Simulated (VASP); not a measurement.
# GaN (F-43m) in VASP: notebook, part 2 of 2

VASP 6.6.1. The steps go on from the part before.

### 3 Single point, PBEsol

This run uses another cell than the first one, of 11.40 Å³/atom, 0.790 times its volume.

Contents of INCAR:

```
SYSTEM = GaN
  PREC = Accurate
  ENCUT = 600
  EDIFF = 1E-6
  ISMEAR = 0
  SIGMA = 0.1
  LREAL = .False.
  LASPH = .True.
  NELM = 120
  ALGO = Normal
  ISIF = 2
  LWAVE = .False.
  LCHARG = .False.
  GGA = PS
  NBANDS = 16
  GGA_COMPAT = .False.
```

Contents of KPOINTS:

```
regular mesh
0
Gamma
  8 8 8
  0 0 0
```

Contents of POSCAR:

```
GaN
1.0
    0.0000000000      2.2506887178      2.2506887178
    2.2506887178      0.0000000000      2.2506887178
    2.2506887178      2.2506887178      0.0000000000
Ga N
1 1
Direct
    0.0000000000      0.0000000000      0.0000000000
    0.2500000000      0.2500000000      0.2500000000
```

Potentials or basis: VASP PAW PBE potentials, release 64 (Ga_d, N).

Command:

```sh
> cat potpaw_PBE.64/Ga_d/POTCAR potpaw_PBE.64/N/POTCAR > POTCAR
> mpirun -np 1 vasp_std > vasp.out
```

Wall time 14 s (1 thread of Intel Xeon Platinum 8488C (Sapphire Rapids), shared host); peak memory 0.15 GiB.

The run converged. Its results:

- Free energy: -13.1237 eV
- Pressure: -0.8 GPa
- Band gap on the k mesh: 1.71 eV, direct

Levels at points of the mesh, in eV from the valence-band top:
```csv
k point,band 7,band 8,band 9,band 10,band 11,band 12
"(0.00, 0.00, 0.00)",0.00,0.00,0.00,1.71,10.23,10.23
"(0.50, 0.00, 0.00)",-7.14,-0.98,-0.98,4.59,8.65,10.28
"(0.50, 0.50, 0.00)",-6.20,-2.75,-2.75,3.22,6.58,11.60
```

Caveat: the PAW data sets were made with another functional, which shifts forces and pressure a little. As with any semilocal functional, this PBEsol gap is likely too small.

### 4 Single point, PBEsol

This run uses another cell than the first one, of 11.38 Å³/atom, 0.788 times its volume.

Contents of INCAR:

```
SYSTEM = GaN
PREC = Accurate ; ENCUT = 600
EDIFF = 1E-6 ; ISMEAR = 0
SIGMA = 0.02 ; LREAL = .FALSE.
LASPH = .TRUE. ; NELM = 120
ALGO = Normal ; ISIF = 2
LWAVE = .FALSE. ; LCHARG = .FALSE.
GGA = PS ; NBANDS = 16
GGA_COMPAT = .FALSE.
```

Contents of KPOINTS:

```
Automatic mesh
0
G
  10 10 10
  0 0 0
```

Contents of POSCAR:

```
GaN
1.0
    0.0000000000      2.2490709867      2.2490709867
    2.2490709867      0.0000000000      2.2490709867
    2.2490709867      2.2490709867      0.0000000000
Ga N
1 1
Direct
    0.0000000000      0.0000000000      0.0000000000
    0.2500000000      0.2500000000      0.2500000000
```

Potentials or basis: VASP PAW PBE potentials, release 64 (Ga_d, N).

Command:

```sh
> cat potpaw_PBE.64/Ga_d/POTCAR potpaw_PBE.64/N/POTCAR > POTCAR
> mpirun -np 1 vasp_std > vasp.out
```

OUTCAR:

```text
SYSTEM = GaN
   PREC = Accurate
   ENCUT = 600
   EDIFF = 1E-6
   ISMEAR = 0
   LREAL = .FALSE.
   LASPH = .TRUE.
   NELM = 120
   ISIF = 2
   GGA = PS

 ion  position               nearest neighbor table
   1  0.000  0.000  0.000-   2 1.95   2 1.95   2 1.95   2 1.95
   2  0.250  0.250  0.250-   1 1.95   1 1.95   1 1.95   1 1.95

  LATTYP: Found a face centered cubic cell.
 ALAT       =     4.4981419734

  Lattice vectors:

 A1 = (   0.0000000000,   2.2490709867,   2.2490709867)
 A2 = (   2.2490709867,   0.0000000000,   2.2490709867)
 A3 = (   2.2490709867,   2.2490709867,   0.0000000000)
[... 625 lines left out ...]
      4      -7.9631      2.00000
      5      -7.8015      2.00000
      6      -6.9562      2.00000
[... 8 lines left out ...]
     15      27.5029      0.00000
     16      27.6108      0.00000

 [... further k-points ...]
[... 5 lines left out ...]
  --------------------------------------------------------------------------------------
  -------------------------------------------------------------------------------------
  Total       -0.0549726     -0.0549726     -0.0549726      0.0000000     -0.0000000      0.0000000
  in kB       -3.8709504     -3.8709504     -3.8709504      0.0000000     -0.0000000      0.0000000
  external PRESSURE =      -3.8709504 kB  Pullay stress =       0.0000000 kB

 VOLUME and BASIS-vectors are now :
 -----------------------------------------------------------------------------
  energy-cutoff  :      600.00
  volume of cell :       22.75
      direct lattice vectors                 reciprocal lattice vectors
     0.000000000  2.249070987  2.249070987    -0.222314015  0.222314015  0.222314015
     2.249070987  0.000000000  2.249070987     0.222314015 -0.222314015  0.222314015
     2.249070987  2.249070987  0.000000000     0.222314015  0.222314015 -0.222314015

 POSITION                                       TOTAL-FORCE (eV/Angst)
 -----------------------------------------------------------------------------------
      0.00000      0.00000      0.00000        -0.000000      0.000000      0.000000
      1.12454      1.12454      1.12454         0.000000     -0.000000     -0.000000
 -----------------------------------------------------------------------------------
    total drift:                                0.000000      0.000000      0.000000

  FREE ENERGIE OF THE ION-ELECTRON SYSTEM (eV)
  ---------------------------------------------------
  free  energy   TOTEN  =       -13.1242535804 eV

  energy  without entropy=      -13.1242535804  energy(sigma->0) =      -13.12425358
```

OSZICAR:

```text
N       E                     dE             d eps       ncg     rms          rms(c)
DAV:   1     0.860660890076E+02    0.86066E+02   -0.10026E+04  1680   0.218E+03
DAV:   2    -0.832554071645E+01   -0.94392E+02   -0.88365E+02  1656   0.349E+02
DAV:   3    -0.148666376971E+02   -0.65411E+01   -0.65108E+01  1768   0.770E+01
DAV:   4    -0.149401534096E+02   -0.73516E-01   -0.73505E-01  1872   0.891E+00
DAV:   5    -0.149410608616E+02   -0.90745E-03   -0.90745E-03  1816   0.906E-01    0.721E+00
DAV:   6    -0.131541331350E+02    0.17869E+01   -0.42455E+00  2288   0.399E+01    0.264E+00
DAV:   7    -0.131437570606E+02    0.10376E-01   -0.28111E-01  1584   0.578E+00    0.168E+00
DAV:   8    -0.131273844228E+02    0.16373E-01   -0.52341E-02  1984   0.270E+00    0.671E-01
DAV:   9    -0.131241764280E+02    0.32080E-02   -0.11750E-02  2208   0.237E+00    0.169E-01
DAV:  10    -0.131242892971E+02   -0.11287E-03   -0.11698E-03  1864   0.486E-01    0.766E-02
DAV:  11    -0.131242516165E+02    0.37681E-04   -0.14044E-04  2272   0.190E-01    0.635E-03
DAV:  12    -0.131242536402E+02   -0.20237E-05   -0.12950E-05  1784   0.448E-02    0.414E-03
DAV:  13    -0.131242535804E+02    0.59804E-07   -0.42932E-07  1120   0.106E-02
   1 F= -.13124254E+02 E0= -.13124254E+02  d E =-.140525E-32
```

stdout:

```text
POSCAR found type information on POSCAR GaN
 POSCAR found :  2 types and       2 ions
 scaLAPACK will be used
 -----------------------------------------------------------------------------
|                                                                             |
|                                                                             |
|     You enforced a specific xc type in the INCAR file but a different       |
|     I HOPE YOU KNOW WHAT YOU ARE DOING!                                     |
|                                                                             |
 -----------------------------------------------------------------------------

 LDA part: xc-table for (Slater+PW92), standard interpolation
 POSCAR, INCAR and KPOINTS ok, starting setup
 FFT: planning ... GRIDC
 FFT: planning ... GRID_SOFT
 FFT: planning ... GRID
 WAVECAR not read
 entering main loop
```

Run time: 24 s. Hardware: 1 thread of Intel Xeon Platinum 8488C (Sapphire Rapids), shared host; peak memory 0.16 GiB.

What came out:

| Quantity | Value |
| --- | --- |
| Free energy | -13.1243 eV |
| Pressure | -0.4 GPa |
| Band gap on the k mesh | 1.72 eV, direct |

Levels at points of the mesh, in eV from the valence-band top:
```tsv
k point	band 5	band 6	band 7	band 8	band 9	band 10	band 11	band 12	band 13	band 14
(0.00, 0.00, 0.00)	-13.08	-13.08	0.00	0.00	0.00	1.72	10.24	10.24	10.24	17.46
(0.50, 0.00, 0.00)	-13.03	-11.83	-7.15	-0.99	-0.99	4.60	8.66	10.29	10.29	15.49
(0.50, 0.50, 0.00)	-13.00	-11.40	-6.20	-2.76	-2.76	3.23	6.60	11.62	13.94	13.94
```

Caveat: the PAW data sets were made with another functional, which shifts forces and pressure a little.

### 5 Single point, PBEsol

This run uses another cell than the first one, of 11.38 Å³/atom, 0.788 times its volume.

Contents of INCAR:

```
PREC = Accurate
ENCUT = 600
EDIFF = 1E-6
ISMEAR = 0
SIGMA = 0.02
LREAL = False
LASPH = True
NELM = 120
ALGO = Normal
ISIF = 2
LWAVE = False
LCHARG = False
GGA = PS
NBANDS = 16
GGA_COMPAT = False
```

Contents of KPOINTS:

```
Automatic mesh
0
Gamma
  10 10 10
```

POSCAR is that of step 4.

Command:

```sh
> cat potpaw_PBE.64/Ga_d/POTCAR potpaw_PBE.64/N/POTCAR > POTCAR
> mpirun -np 1 vasp_std > vasp.out
```

Wall time 21 s (1 thread of Intel Xeon Platinum 8488C (Sapphire Rapids), shared host); peak memory 0.16 GiB.

Results (log left out):

| Property | Result |
| --- | --- |
| Free energy | -13.1243 eV |
| Pressure | -0.4 GPa |
| Band gap on the k mesh | 1.72 eV, direct |

Levels at points of the mesh, in eV from the valence-band top:
```tsv
k point	band 7	band 8	band 9	band 10	band 11	band 12
(0.00, 0.00, 0.00)	0.00	0.00	0.00	1.72	10.24	10.24
(0.50, 0.00, 0.00)	-7.15	-0.99	-0.99	4.60	8.66	10.29
(0.50, 0.50, 0.00)	-6.20	-2.76	-2.76	3.23	6.60	11.62
```

Caveat: the PAW data sets were made with another functional, which shifts forces and pressure a little.

### 6 The runs side by side

| cell | k mesh | smearing | gap on the mesh (eV) | pressure (GPa) |
| --- | --- | --- | --- | --- |
| a = 3.443 Å, angles 60.0°, 2 atoms | 6 × 6 × 6 | gaussian 0.1 eV | 0.23 | -26.5 |
| a = 3.183 Å, angles 60.0°, 2 atoms | 8 × 8 × 8 | gaussian 0.1 eV | 1.71 | -0.8 |
| a = 3.181 Å, angles 60.0°, 2 atoms | 10 × 10 × 10 | gaussian 0.02 eV | 1.72 | -0.4 |

Alike in all rows: task single point; level PBEsol; potentials or basis VASP PAW PBE potentials, release 64 (Ga_d, N); no spin polarisation; cutoff (eV) 600.

Caveats: the PAW data sets were made with another functional, which shifts forces and pressure a little.

Absolute energies hang on the potentials; compare differences alone.
